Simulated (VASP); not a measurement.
# GeSbTe3 (P1) in VASP: single point with PBE

Aim: the single point of GeSbTe3 with PBE.

All numbers are computed with VASP 6.6.1; they aren't measurements. Logs are shortened: lines on timing, memory, paths and dates and some standing lists are left out, and cuts for length are marked.

**1. The cell of the first run**

The typed cell holds 5 atoms: a = 10.166 Å, b = 10.166 Å, c = 10.166 Å, α = 23.88°, β = 23.88°, γ = 23.88°.

**2. Single point, PBE**

Input file INCAR:

```
PREC     = Accurate       # precision mode
ENCUT    = 520            # plane-wave cutoff, eV
EDIFF    = 1E-6           # SCF threshold, eV
ISMEAR   = 0              # smearing method
SIGMA    = 0.1            # smearing width, eV
LREAL    = F              # projectors in reciprocal space
LASPH    = T              # aspherical terms in the spheres
NELM     = 100            # most SCF steps
ALGO     = Normal         # electronic algorithm
ISIF     = 2              # what is computed and relaxed
LWAVE    = F              # write WAVECAR
LCHARG   = F              # write CHGCAR
GGA      = PE             # functional
NBANDS   = 26             # bands
```

Input file KPOINTS:

```
Automatic mesh
0
Gamma
  3 3 3
```

Input file POSCAR:

```
GeSbTe3
1.0
    2.1034800504      1.2144447733      9.8714625907
   -2.1034800504      1.2144447733      9.8714625907
    0.0000000000     -2.4288895466      9.8714625907
Ge Sb Te
1 1 3
Direct
    0.5978230000      0.5978230000      0.5978230000
    0.3977000000      0.3977000000      0.3977000000
    0.9983600000      0.9983600000      0.9983600000
    0.9114256637      0.6737243363      0.7925750000
    0.2135430000      0.2135430000      0.2135430000
```

Potentials or basis: VASP PAW PBE potentials, release 64 (Ge_d, Sb, Te).

The run is started by

```sh
$ cat potpaw_PBE.64/Ge_d/POTCAR potpaw_PBE.64/Sb/POTCAR potpaw_PBE.64/Te/POTCAR > POTCAR
$ mpirun -np 1 vasp_std > vasp.out
```

OUTCAR:

```text
PREC = Accurate
   ENCUT = 520
   EDIFF = 1E-6
   ISMEAR = 0
   LREAL = F
   LASPH = T
   NELM = 100
   ISIF = 2
   GGA = PE

 ion  position               nearest neighbor table
   1  0.598  0.598  0.598-   5 2.86   5 2.86   5 2.86   3 3.14   3 3.14   3 3.14
   2  0.398  0.398  0.398-   4 2.71   4 3.08   3 3.12   3 3.12   3 3.12   4 3.40
   3  0.998  0.998  0.998-   2 3.12   2 3.12   2 3.12   1 3.14   1 3.14   1 3.14
   4  0.911  0.674  0.793-   2 2.71   2 3.08   5 3.28   2 3.40   5 3.59
   5  0.214  0.214  0.214-   1 2.86   1 2.86   1 2.86   4 3.28   4 3.59

  LATTYP: Found a trigonal (rhomboedric) cell.
 ALAT       =    10.1658879646
 COS(alpha) =     0.9143719306

  Lattice vectors:

 A1 = (   2.1034800504,   1.2144447733,   9.8714625907)
 A2 = (  -2.1034800504,   1.2144447733,   9.8714625907)
 A3 = (   0.0000000000,  -2.4288895466,   9.8714625907)

Analysis of symmetry for initial positions (statically):
=====================================================================
 Subroutine PRICEL returns:
 Original cell was already a primitive cell.

 Routine SETGRP: Setting up the symmetry group for a
 trigonal (rhombohedral) supercell.

 Subroutine GETGRP returns: Found  1 space group operations
 (whereof  1 operations were pure point group operations)
 out of a pool of 12 trial point group operations.

The static configuration has the point symmetry C_1 .

Analysis of symmetry for dynamics (positions and initial velocities):
=====================================================================
 Subroutine PRICEL returns:
 Original cell was already a primitive cell.

 Routine SETGRP: Setting up the symmetry group for a
 trigonal (rhombohedral) supercell.

 Subroutine GETGRP returns: Found  1 space group operations
 (whereof  1 operations were pure point group operations)
 out of a pool of 12 trial point group operations.

The dynamic configuration has the point symmetry C_1 .

 Subroutine INISYM returns: Found  1 space group operations
 (whereof  1 operations are pure point group operations),
 and found     1 'primitive' translations

----------------------------------------------------------------------------------------

                                     Primitive cell

  volume of cell :     151.3035

  direct lattice vectors                    reciprocal lattice vectors
     2.103480050  1.214444773  9.871462591     0.237701327  0.137236925  0.033767370
    -2.103480050  1.214444773  9.871462591    -0.237701327  0.137236925  0.033767370
     0.000000000 -2.428889547  9.871462591     0.000000000 -0.274473851  0.033767370

  length of vectors
    10.165887965 10.165887965 10.165887965     0.276543179  0.276543179  0.276543179

  position of ions in fractional coordinates (direct lattice)
     0.597823000  0.597823000  0.597823000
     0.397700000  0.397700000  0.397700000
     0.998360000  0.998360000  0.998360000
     0.911425664  0.673724336  0.792575000
     0.213543000  0.213543000  0.213543000

  ion indices of the primitive-cell ions
   primitive index   ion index
                 1           1
                 2           2
                 3           3
                 4           4
                 5           5

----------------------------------------------------------------------------------------

 KPOINTS: Automatic mesh

Automatic generation of k-mesh.
 Grid dimensions read from file:
 generate k-points for:    3    3    3

 Generating k-lattice:

  Cartesian coordinates                     Fractional coordinates (reciprocal lattice)
     0.079233776  0.045745642  0.011255790     0.333333333 -0.000000000 -0.000000000
    -0.079233776  0.045745642  0.011255790    -0.000000000  0.333333333 -0.000000000
     0.000000000 -0.091491284  0.011255790    -0.000000000 -0.000000000  0.333333333

  Length of vectors
     0.092181060  0.092181060  0.092181060

  Shift w.r.t. Gamma in fractional coordinates (k-lattice)
     0.000000000  0.000000000  0.000000000

 Subroutine IBZKPT returns following result:
 ===========================================

 Found     14 irreducible k-points:

 Following reciprocal coordinates:
            Coordinates               Weight
  0.000000  0.000000  0.000000      1.000000
  0.333333 -0.000000  0.000000      2.000000
 -0.000000  0.333333  0.000000      2.000000
  0.000000  0.000000  0.333333      2.000000
  0.333333  0.333333  0.000000      2.000000
 -0.333333  0.000000 -0.333333      2.000000
 -0.000000  0.333333  0.333333      2.000000
 -0.333333  0.333333  0.000000      2.000000
  0.333333 -0.000000 -0.333333      2.000000
  0.000000 -0.333333  0.333333      2.000000
  0.333333  0.333333  0.333333      2.000000
 -0.333333  0.333333  0.333333      2.000000
  0.333333 -0.333333  0.333333      2.000000
  0.333333  0.333333 -0.333333      2.000000
   k-points           NKPTS =     14   k-points in BZ     NKDIM =     14   number of bands    NBANDS=     26
   number of dos      NEDOS =    301   number of ions     NIONS =      5
   total plane-waves  NPLWV = 512000
   dimension x,y,z NGX =    80 NGY =   80 NGZ =   80
   dimension x,y,z NGXF=   160 NGYF=  160 NGZF=  160
   ions per type =               1   1   3
   NGX,Y,Z   is equivalent  to a cutoff of  13.08, 13.08, 13.08 a.u.
   NGXF,Y,Z  is equivalent  to a cutoff of  26.17, 26.17, 26.17 a.u.
 SYSTEM =  unknown system
   PREC   = accura    normal or accurate (medium, high low for compatibility)
   ISTART =      0    job   : 0-new  1-cont  2-samecut
   ICHARG =      2    charge: 1-file 2-atom 10-const
   ISPIN  =      1    spin polarized calculation?
   LNONCOLLINEAR =      F non collinear calculations
   LSORBIT =      F    spin-orbit coupling
   LASPH  =      T    aspherical Exc in radial PAW
   ENCUT  =  520.0 eV  38.22 Ry    6.18 a.u.  18.90 18.90 18.90*2*pi/ulx,y,z
   NELM   =    100;   NELMIN=  2; NELMDL= -5     # of ELM steps
   EDIFF  = 0.1E-05   stopping-criterion for ELM
   LREAL  =      F    real-space projection
   EDIFFG = 0.1E-04   stopping-criterion for IOM
   NSW    =      0    number of steps for IOM
   IBRION =     -1    ionic relax: 0-MD 1-quasi-New 2-CG
   NFREE  =      0    steps in history (QN), initial steepest desc. (CG)
   ISIF   =      2    stress and relaxation
   ISYM   =      2    0-nonsym 1-usesym 2-fastsym
   POTIM  = 0.5000    time-step for ionic-motion
   TEBEG  =    0.0;   TEEND  =   0.0 temperature during run
   PSTRESS=    0.0 pullay stress
   NELECT =      37.0000    total number of electrons
   NUPDOWN=      -1.0000    fix difference up-down
   EMIN   =  10.00;   EMAX   =-10.00  energy-range for DOS
   EFERMI =   0.00;   METHOD = LEGACY
   ISMEAR =     0;   SIGMA  =   0.10  broadening in eV -4-tet -1-fermi 0-gaus
   EFERMI_NEDOS =   21; number of points for ismear=-14 and -15
   IALGO  =     38    algorithm
   IMIX   =      4    mixing-type and parameters
     AMIX     =   0.40;   BMIX     =  1.00
     AMIX_MAG =   1.60;   BMIX_MAG =  1.00
  volume/ion in A,a.u.               =      30.26       204.21
  Fermi-wavevector in a.u.,A,eV,Ry     =   1.023747  1.934600 14.259680  1.048057
  Thomas-Fermi vector in A             =   2.157497
   LORBIT       =      0    0 simple, 1 ext, 2 COOP (PROOUT), +10 PAW based schemes
   GGA     = PE    functional components
   LHFCALC =     F    Hartree Fock is set to
   AEXX    =    0.0000 exact exchange contribution
   IVDW    =     0    specifies the selected vdW correction
   LEPSILON=     F    determine dielectric tensor
   LRPA    =     F    only Hartree local field effects (RPA)
 non-spin polarized calculation
 Gauss-broadening in eV      SIGMA  =   0.10
  energy-cutoff  :      520.00
  volume of cell :      151.30
 maximum number of plane-waves:      4094
 NGX is ok and might be reduce to    80
   NGX = 37   NGY = 37   NGZ = 37

 number of electron      37.0000003 magnetization

 Free energy of the ion-electron system (eV)
  ---------------------------------------------------
  ext. energy  EPLUGINS =         0.00000000
  ---------------------------------------------------
  free energy    TOTEN  =       -18.01591191 eV

  energy without entropy =      -17.99991990  energy(sigma->0) =      -18.00791590

 E-fermi :   5.9791     XC(G=0):  -9.4452

 val. band max:        5.9654144655   @ k =   0.3333  -0.0000   0.0000
 cond. band min:       6.0319596938   @ k =   0.3333  -0.0000  -0.3333
 fundamental gap:      0.0665452282
 Fermi energy:         5.9791028907

 k-point     1 :       0.0000    0.0000    0.0000
  band No.  band energies     occupation
      1     -18.6162      2.00000
      2     -18.6138      2.00000
      3     -18.6099      2.00000
      4     -18.6009      2.00000
      5     -18.5991      2.00000
      6      -6.9745      2.00000
[... 18 lines left out ...]
     25       9.2186      0.00000
     26      10.9155      0.00000

 k-point     2 :       0.3333   -0.0000    0.0000
  band No.  band energies     occupation
      1     -18.6183      2.00000
      2     -18.6122      2.00000
      3     -18.6103      2.00000
      4     -18.5998      2.00000
      5     -18.5984      2.00000
      6      -6.0197      2.00000
[... 18 lines left out ...]
     25      10.1596      0.00000
     26      11.0695      0.00000

 k-point     3 :      -0.0000    0.3333    0.0000
  band No.  band energies     occupation
      1     -18.6164      2.00000
      2     -18.6138      2.00000
      3     -18.6114      2.00000
      4     -18.5999      2.00000
      5     -18.5975      2.00000
      6      -6.1016      2.00000
[... 18 lines left out ...]
     25      10.1823      0.00000
     26      10.8221      0.00000

 k-point     4 :       0.0000    0.0000    0.3333
  band No.  band energies     occupation
      1     -18.6177      2.00000
      2     -18.6124      2.00000
      3     -18.6107      2.00000
      4     -18.6012      2.00000
      5     -18.5971      2.00000
      6      -6.0103      2.00000
[... 18 lines left out ...]
     25      10.4403      0.00000
     26      10.8301      0.00000

 k-point     5 :       0.3333    0.3333    0.0000
  band No.  band energies     occupation
      1     -18.6177      2.00000
      2     -18.6124      2.00000
      3     -18.6107      2.00000
      4     -18.6012      2.00000
      5     -18.5971      2.00000
      6      -6.0046      2.00000
[... 18 lines left out ...]
     25      10.0874      0.00000
     26      10.4610      0.00000

 k-point     6 :      -0.3333    0.0000   -0.3333
  band No.  band energies     occupation
      1     -18.6164      2.00000
      2     -18.6138      2.00000
      3     -18.6114      2.00000
      4     -18.5999      2.00000
      5     -18.5975      2.00000
      6      -6.0790      2.00000
[... 137 lines left out ...]
 k-point    11 :       0.3333    0.3333    0.3333
  band No.  band energies     occupation
      1     -18.6162      2.00000
      2     -18.6138      2.00000
      3     -18.6099      2.00000
      4     -18.6009      2.00000
      5     -18.5991      2.00000
      6      -6.8686      2.00000
[... 18 lines left out ...]
     25       8.9610      0.00000
     26      10.9135      0.00000

 k-point    12 :      -0.3333    0.3333    0.3333
  band No.  band energies     occupation
      1     -18.6183      2.00000
      2     -18.6122      2.00000
      3     -18.6103      2.00000
      4     -18.5998      2.00000
      5     -18.5984      2.00000
      6      -5.8846      2.00000
[... 18 lines left out ...]
     25      10.2137      0.00000
     26      10.9406      0.00000

 k-point    13 :       0.3333   -0.3333    0.3333
  band No.  band energies     occupation
      1     -18.6164      2.00000
      2     -18.6138      2.00000
      3     -18.6114      2.00000
      4     -18.5999      2.00000
      5     -18.5975      2.00000
      6      -6.0195      2.00000
[... 18 lines left out ...]
     25      10.1776      0.00000
     26      11.2164      0.00000

 k-point    14 :       0.3333    0.3333   -0.3333
  band No.  band energies     occupation
      1     -18.6177      2.00000
      2     -18.6124      2.00000
      3     -18.6107      2.00000
      4     -18.6012      2.00000
      5     -18.5971      2.00000
      6      -5.9011      2.00000
[... 18 lines left out ...]
     25      10.5642      0.00000
     26      11.2479      0.00000

------------------------ aborting loop because EDIFF is reached ----------------------------------------

  FORCE on cell =-STRESS in cart. coord.  units (eV):
  Direction    XX          YY          ZZ          XY          YZ          ZX
  --------------------------------------------------------------------------------------
  -------------------------------------------------------------------------------------
  Total        1.7829937      2.1111850      0.3055749      1.8787281     -1.1389855     -3.5240584
  in kB       18.8804124     22.3556830      3.2357824     19.8941596    -12.0609043    -37.3168313
  external PRESSURE =      14.8239593 kB  Pullay stress =       0.0000000 kB

 VOLUME and BASIS-vectors are now :
 -----------------------------------------------------------------------------
  energy-cutoff  :      520.00
  volume of cell :      151.30
      direct lattice vectors                 reciprocal lattice vectors
     2.103480050  1.214444773  9.871462591     0.237701327  0.137236925  0.033767370
    -2.103480050  1.214444773  9.871462591    -0.237701327  0.137236925  0.033767370
     0.000000000 -2.428889547  9.871462591     0.000000000 -0.274473851  0.033767370

 POSITION                                       TOTAL-FORCE (eV/Angst)
 -----------------------------------------------------------------------------------
      0.00000      0.00000     17.70416        -0.174069     -0.053268     -0.160459
      0.00000      0.00000     11.77764         0.864858      0.474006     -0.697829
      0.00000      0.00000     29.56582         0.486235      0.126631      0.018446
      0.50000      0.00000     23.47162        -1.450338     -0.574050      0.489850
      0.00000      0.00000      6.32395         0.273314      0.026681      0.349991
 -----------------------------------------------------------------------------------
    total drift:                               -0.000105     -0.000014      0.000355

  FREE ENERGIE OF THE ION-ELECTRON SYSTEM (eV)
  ---------------------------------------------------
  free  energy   TOTEN  =       -18.0159119104 eV

  energy  without entropy=      -17.9999198993  energy(sigma->0) =      -18.00791590
```

Run time: 3 min. Hardware: 1 thread of Intel Xeon 6975P-C (Granite Rapids), shared host; peak memory 0.92 GiB.

Results:

```
Free energy   : -18.0159 eV
Pressure      : 1.5 GPa
Largest force : 1.635 eV/Å
```

Forces on the atoms (eV/Å):
```
Ge  -0.174 -0.053 -0.160
Sb   0.865  0.474 -0.698
Te   0.486  0.127  0.018
Te  -1.450 -0.574  0.490
Te   0.273  0.027  0.350
```

Stress tensor (GPa, compression positive):
```
 1.89  1.99 -3.73
 1.99  2.24 -1.21
-3.73 -1.21  0.32
```

Caveat: the k points lie up to 0.58 Å⁻¹ apart; spin-orbit coupling is left out, which moves the levels of the heavy elements; forces of over 1 eV/Å act on the atoms, so gaps and moduli don't describe the material at rest.
